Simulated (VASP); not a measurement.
# BN (gw) (R3m) in VASP: further runs

The runs below take BN (gw) through single point, with PBEsol.

Everything below comes from runs of VASP 6.6.1. Logs are shortened: lines on timing, memory, paths and dates and some standing lists are left out, and cuts for length are marked.

## 1. The cell of the first run

Symmetry: R3m, No. 160, trigonal system. Conventional cell: a = 2.511 Å, b = 2.511 Å, c = 6.260 Å, α = 90.00°, β = 90.00°, γ = 120.00°. Within 2.1 Å of B (site symmetry 3m) lie 4 N at 1.54 to 1.56 Å. Within 2.1 Å of N (site symmetry 3m) lie 4 B at 1.54 to 1.56 Å.

## 2. Single point, PBEsol

INCAR

```
SYSTEM = BN
ALGO     = Normal         ! electronic algorithm
EDIFF    = 1E-6           ! SCF threshold, eV
ENCUT    = 600            ! plane-wave cutoff, eV
GGA      = PS             ! functional
GGA_COMPAT= .FALSE.      
ISIF     = 2              ! what is computed and relaxed
ISMEAR   = 0              ! smearing method
LASPH    = .TRUE.         ! aspherical terms in the spheres
LCHARG   = .FALSE.        ! write CHGCAR
LREAL    = .FALSE.        ! projectors in reciprocal space
LWAVE    = .FALSE.        ! write WAVECAR
NBANDS   = 11             ! bands
NELM     = 120            ! most SCF steps
PREC     = Accurate       ! precision mode
SIGMA    = 0.01           ! smearing width, eV
```

KPOINTS

```
k-points
0
G
  6 6 6
  0 0 0
```

POSCAR

```
BN
1.0
    0.0210070249      1.7965172858      1.7965172858
    1.7965172858      0.0210070249      1.7965172858
    1.7965172858      1.7965172858      0.0210070249
B N
1 1
Direct
    0.0001988472      0.0001988472      0.0001988472
    0.2498011528      0.2498011528      0.2498011528
```

Potentials or basis: VASP PAW PBE potentials, release 64 (B, N).

The run is started by

```console
$ cat potpaw_PBE.64/B/POTCAR potpaw_PBE.64/N/POTCAR > POTCAR
$ mpirun -np 1 vasp_std > vasp.out
```

OUTCAR:

```text
SYSTEM = BN
   EDIFF = 1E-6
   ENCUT = 600
   GGA = PS
   ISIF = 2
   ISMEAR = 0
   LASPH = .TRUE.
   LREAL = .FALSE.
   NELM = 120
   PREC = Accurate

 ion  position               nearest neighbor table
   1  0.000  0.000  0.000-   2 1.54   2 1.54   2 1.54   2 1.56
   2  0.250  0.250  0.250-   1 1.54   1 1.54   1 1.54   1 1.56

  LATTYP: Found a trigonal (rhomboedric) cell.
 ALAT       =     2.5407459557
 COS(alpha) =     0.5116582141

  Lattice vectors:

 A1 = (   0.0210070249,   1.7965172858,   1.7965172858)
 A2 = (   1.7965172858,   0.0210070249,   1.7965172858)
 A3 = (   1.7965172858,   1.7965172858,   0.0210070249)

Analysis of symmetry for initial positions (statically):
=====================================================================
 Subroutine PRICEL returns:
 Original cell was already a primitive cell.

 Routine SETGRP: Setting up the symmetry group for a
 trigonal (rhombohedral) supercell.

 Subroutine GETGRP returns: Found  6 space group operations
 (whereof  6 operations were pure point group operations)
 out of a pool of 12 trial point group operations.

The static configuration has the point symmetry C_3v.

Analysis of symmetry for dynamics (positions and initial velocities):
=====================================================================
 Subroutine PRICEL returns:
 Original cell was already a primitive cell.

 Routine SETGRP: Setting up the symmetry group for a
 trigonal (rhombohedral) supercell.

 Subroutine GETGRP returns: Found  6 space group operations
 (whereof  6 operations were pure point group operations)
 out of a pool of 12 trial point group operations.

The dynamic configuration has the point symmetry C_3v.

 Subroutine INISYM returns: Found  6 space group operations
 (whereof  6 operations are pure point group operations),
 and found     1 'primitive' translations

----------------------------------------------------------------------------------------

                                     Primitive cell

  volume of cell :      11.3930

  direct lattice vectors                    reciprocal lattice vectors
     0.021007025  1.796517286  1.796517286    -0.283246072  0.279972301  0.279972301
     1.796517286  0.021007025  1.796517286     0.279972301 -0.283246072  0.279972301
     1.796517286  1.796517286  0.021007025     0.279972301  0.279972301 -0.283246072

  length of vectors
     2.540745956  2.540745956  2.540745956     0.486823701  0.486823701  0.486823701

  position of ions in fractional coordinates (direct lattice)
     0.000198847  0.000198847  0.000198847
     0.249801153  0.249801153  0.249801153
[... 81 lines left out ...]
   IBRION =     -1    ionic relax: 0-MD 1-quasi-New 2-CG
   NFREE  =      0    steps in history (QN), initial steepest desc. (CG)
   ISIF   =      2    stress and relaxation
   ISYM   =      2    0-nonsym 1-usesym 2-fastsym
   POTIM  = 0.5000    time-step for ionic-motion
   TEBEG  =    0.0;   TEEND  =   0.0 temperature during run
   PSTRESS=    0.0 pullay stress
   NELECT =       8.0000    total number of electrons
   NUPDOWN=      -1.0000    fix difference up-down
   EMIN   =  10.00;   EMAX   =-10.00  energy-range for DOS
   EFERMI =   0.00;   METHOD = LEGACY
   ISMEAR =     0;   SIGMA  =   0.01  broadening in eV -4-tet -1-fermi 0-gaus
   EFERMI_NEDOS =   21; number of points for ismear=-14 and -15
   IALGO  =     38    algorithm
   IMIX   =      4    mixing-type and parameters
     AMIX     =   0.40;   BMIX     =  1.00
     AMIX_MAG =   1.60;   BMIX_MAG =  1.00
  volume/ion in A,a.u.               =       5.70        38.44
  Fermi-wavevector in a.u.,A,eV,Ry     =   1.455096  2.749733 28.807676  2.117304
  Thomas-Fermi vector in A             =   2.572170
   LORBIT       =      0    0 simple, 1 ext, 2 COOP (PROOUT), +10 PAW based schemes
   GGA     = PS    functional components
   LHFCALC =     F    Hartree Fock is set to
   AEXX    =    0.0000 exact exchange contribution
   IVDW    =     0    specifies the selected vdW correction
   LEPSILON=     F    determine dielectric tensor
   LRPA    =     F    only Hartree local field effects (RPA)
 non-spin polarized calculation
 Gauss-broadening in eV      SIGMA  =   0.01
  energy-cutoff  :      600.00
  volume of cell :       11.39
 maximum number of plane-waves:       388
   NGX = 11   NGY = 11   NGZ = 11

 number of electron       7.9999998 magnetization

 Free energy of the ion-electron system (eV)
  ---------------------------------------------------
  ext. energy  EPLUGINS =         0.00000000
  ---------------------------------------------------
  free energy    TOTEN  =       -18.32593352 eV

  energy without entropy =      -18.32593352  energy(sigma->0) =      -18.32593352

 E-fermi :   7.9511     XC(G=0): -13.1921

 val. band max:        7.8571078182   @ k =   0.0000   0.0000   0.0000
 cond. band min:      12.1177479402   @ k =   0.5000   0.5000  -0.0000
 fundamental gap:      4.2606401220
 Fermi energy:         7.9510759516

 k-point     1 :       0.0000    0.0000    0.0000
  band No.  band energies     occupation
      1     -12.8558      2.00000
      2       7.7319      2.00000
      3       7.8571      2.00000
      4       7.8571      2.00000
      5      16.3665      0.00000
      6      16.8983      0.00000
      7      16.8983      0.00000
      8      18.7479      0.00000
      9      33.0018      0.00000
     10      35.9516      0.00000
     11      35.9516      0.00000
[... 309 lines left out ...]
 k-point    24 :      -0.3333    0.5000    0.1667
  band No.  band energies     occupation
      1      -6.7280      2.00000
      2      -0.6353      2.00000
      3       1.2885      2.00000
      4       1.4224      2.00000
      5      15.5488      0.00000
      6      20.0035      0.00000
      7      23.2701      0.00000
      8      25.0868      0.00000
      9      27.8011      0.00000
     10      34.2627      0.00000
     11      38.3783      0.00000

 [... further k-points ...]
[... 5 lines left out ...]
  --------------------------------------------------------------------------------------
  -------------------------------------------------------------------------------------
  Total        0.8581755      0.8581755      0.8581755     -0.4069749     -0.4069749     -0.4069749
  in kB      120.6832926    120.6832926    120.6832926    -57.2319649    -57.2319649    -57.2319649
  external PRESSURE =     120.6832926 kB  Pullay stress =       0.0000000 kB

 VOLUME and BASIS-vectors are now :
 -----------------------------------------------------------------------------
  energy-cutoff  :      600.00
  volume of cell :       11.39
      direct lattice vectors                 reciprocal lattice vectors
     0.021007025  1.796517286  1.796517286    -0.283246072  0.279972301  0.279972301
     1.796517286  0.021007025  1.796517286     0.279972301 -0.283246072  0.279972301
     1.796517286  1.796517286  0.021007025     0.279972301  0.279972301 -0.283246072

 POSITION                                       TOTAL-FORCE (eV/Angst)
 -----------------------------------------------------------------------------------
      0.00072      0.00072      0.00072         0.002422      0.002422      0.002422
      0.90279      0.90279      0.90279        -0.002422     -0.002422     -0.002422
 -----------------------------------------------------------------------------------
    total drift:                                0.000006      0.000006      0.000006

  FREE ENERGIE OF THE ION-ELECTRON SYSTEM (eV)
  ---------------------------------------------------
  free  energy   TOTEN  =       -18.3259335182 eV

  energy  without entropy=      -18.3259335182  energy(sigma->0) =      -18.32593352
```

stdout:

```text
POSCAR found type information on POSCAR B N
 POSCAR found :  2 types and       2 ions
 scaLAPACK will be used
 -----------------------------------------------------------------------------
|                                                                             |
|                                                                             |
|     You enforced a specific xc type in the INCAR file but a different       |
|     I HOPE YOU KNOW WHAT YOU ARE DOING!                                     |
|                                                                             |
 -----------------------------------------------------------------------------

 LDA part: xc-table for (Slater+PW92), standard interpolation
 POSCAR, INCAR and KPOINTS ok, starting setup
 FFT: planning ... GRIDC
 FFT: planning ... GRID_SOFT
 FFT: planning ... GRID
 WAVECAR not read
 entering main loop
```

It took 3.8 s on 1 thread of Intel Xeon Platinum 8375C at 2.90GHz (Ice Lake), shared host; peak memory 0.12 GiB.

What came out:

| Quantity | Value |
| --- | --- |
| Free energy | -18.3259 eV |
| Pressure | 12.1 GPa |
| Largest force | 0.004 eV/Å |
| Band gap on the k mesh | 4.26 eV, indirect (least direct gap 8.51 eV) |

Forces on the atoms (eV/Å):
```
B    0.002  0.002  0.002
N   -0.002 -0.002 -0.002
```

Stress tensor (GPa, compression positive):
```
12.07 -5.72 -5.72
-5.72 12.07 -5.72
-5.72 -5.72 12.07
```

Levels at points of the mesh, in eV from the valence-band top:
| k point | band 1 | band 2 | band 3 | band 4 | band 5 | band 6 | band 7 | band 8 | band 9 |
| --- | --- | --- | --- | --- | --- | --- | --- | --- | --- |
| (0.00, 0.00, 0.00) | -20.71 | -0.13 | 0.00 | 0.00 | 8.51 | 9.04 | 9.04 | 10.89 | 25.14 |
| (0.50, 0.00, 0.00) | -16.22 | -11.14 | -2.12 | -2.10 | 10.28 | 10.71 | 10.87 | 15.40 | 23.63 |
| (0.50, 0.50, 0.00) | -14.84 | -9.25 | -5.28 | -5.04 | 4.26 | 9.26 | 18.35 | 18.39 | 21.23 |
| (0.50, 0.50, 0.50) | -16.43 | -11.21 | -1.91 | -1.91 | 10.85 | 10.92 | 10.92 | 15.37 | 23.73 |

Caveat: the k points lie up to 0.51 Å⁻¹ apart; the PAW data sets were made with another functional, which shifts forces and pressure a little.

## 3. Single point, PBEsol

INCAR

```
PREC = Accurate ; ENCUT = 600
EDIFF = 1E-6 ; ISMEAR = 0
SIGMA = 0.01 ; LREAL = False
LASPH = True ; NELM = 120
ALGO = Normal ; ISIF = 2
LWAVE = False ; LCHARG = True
GGA = PS ; LELF = True
LVHAR = True ; NBANDS = 11
GGA_COMPAT = False
```

KPOINTS

```
Automatic mesh
0
Gamma
  6 6 6
```

POSCAR is that of step 2.

Potentials or basis: VASP PAW PBE potentials, release 64 (B, N).

The run is started by

```console
$ cat potpaw_PBE.64/B/POTCAR potpaw_PBE.64/N/POTCAR > POTCAR
$ mpirun -np 1 vasp_std > vasp.out
```

It took 4.4 s on 1 thread of Intel Xeon Platinum 8375C at 2.90GHz (Ice Lake), shared host; peak memory 0.12 GiB.

Results (log left out):

- Free energy: -18.3259 eV
- Pressure: 12.1 GPa
- Largest force: 0.004 eV/Å
- Band gap on the k mesh: 4.26 eV, indirect (least direct gap 8.51 eV)

Forces in eV/Å, atoms in the order of the input:
```
B    0.002  0.002  0.002
N   -0.002 -0.002 -0.002
```

Stress tensor (GPa, compression positive):
```
12.07 -5.72 -5.72
-5.72 12.07 -5.72
-5.72 -5.72 12.07
```

Levels at points of the mesh, in eV from the valence-band top:
```csv
k point,band 1,band 2,band 3,band 4,band 5,band 6,band 7,band 8,band 9
"(0.00, 0.00, 0.00)",-20.71,-0.13,0.00,0.00,8.51,9.04,9.04,10.89,25.14
"(0.50, 0.00, 0.00)",-16.22,-11.14,-2.12,-2.10,10.28,10.71,10.87,15.40,23.63
"(0.50, 0.50, 0.00)",-14.84,-9.25,-5.28,-5.04,4.26,9.26,18.35,18.39,21.23
"(0.50, 0.50, 0.50)",-16.43,-11.21,-1.91,-1.91,10.85,10.92,10.92,15.37,23.73
```

Caveat: the k points lie up to 0.51 Å⁻¹ apart; the PAW data sets were made with another functional, which shifts forces and pressure a little. A k mesh can miss the band edges.
